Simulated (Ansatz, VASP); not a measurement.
**TePb: VASP beside Ansatz**

The input INCAR:

```
SYSTEM = TePb
  PREC = Accurate
  ENCUT = 520
  EDIFF = 1E-6
  ISMEAR = -1
  SIGMA = 0.05
  LREAL = .FALSE.
  LASPH = .TRUE.
  NELM = 80
  ALGO = Normal
  ISIF = 2
  LWAVE = .FALSE.
  LCHARG = .TRUE.
  GGA = PE
  LELF = .TRUE.
  LVHAR = .TRUE.
  NBANDS = 17
```

KPOINTS

```
Automatic mesh
0
G
  10 10 10
  0 0 0
```

File POSCAR:

```
TePb
1.0
    0.0000000000      3.2310000000      3.2310000000
    3.2310000000      0.0000000000      3.2310000000
    3.2310000000      3.2310000000      0.0000000000
Pb Te
1 1
Direct
    0.0000000000      0.0000000000      0.0000000000
    0.5000000000      0.5000000000      0.5000000000
```

The input input.yaml:

```yaml
crystal:
  lattice:
    - [0.0, 3.231, 3.231]
    - [3.231, 0.0, 3.231]
    - [3.231, 3.231, 0.0]
  atoms:
    - { symbol: Pb, position: [0.0, 0.0, 0.0] }
    - { symbol: Te, position: [0.5, 0.5, 0.5] }
hamiltonian:
  xc: pbe
  pseudopotentials: { kind: paw }
kpoints:
  mp_grid: { grid: [10, 10, 10] }
scf:
  occupations: { method: fermi_dirac, width: 0.05 }
output:
  forces: true
  stress: true
  eigenvalues: true
```

Alike in both runs: task single point; functional PBE; k mesh 10 × 10 × 10; occupations fermi-dirac, width 0.05 eV; no spin polarisation.

|  | VASP | Ansatz |
| --- | --- | --- |
| version | VASP 6.6.1 | Ansatz 0.2.0 |
| potentials or method | VASP PAW PBE potentials, release 64 (Pb_d, Te) | Ansatz PAW |
| plane-wave cutoff (eV) | 520 | 420 |
| valence electrons in the cell | 20 | 30 |

```tsv
	VASP	Ansatz	Ansatz less VASP
gap on the k mesh at the Fermi level (eV)	0.74	0.73	-0.005
least direct gap on the mesh (eV)	0.74	0.73	-0.005
pressure (GPa)	2.1	2.1	+0.06
```

VASP's potentials hold 20 valence electrons a cell and Ansatz's 30, so a difference there can come from the potentials and not from the codes.

Spin-orbit coupling is off throughout.
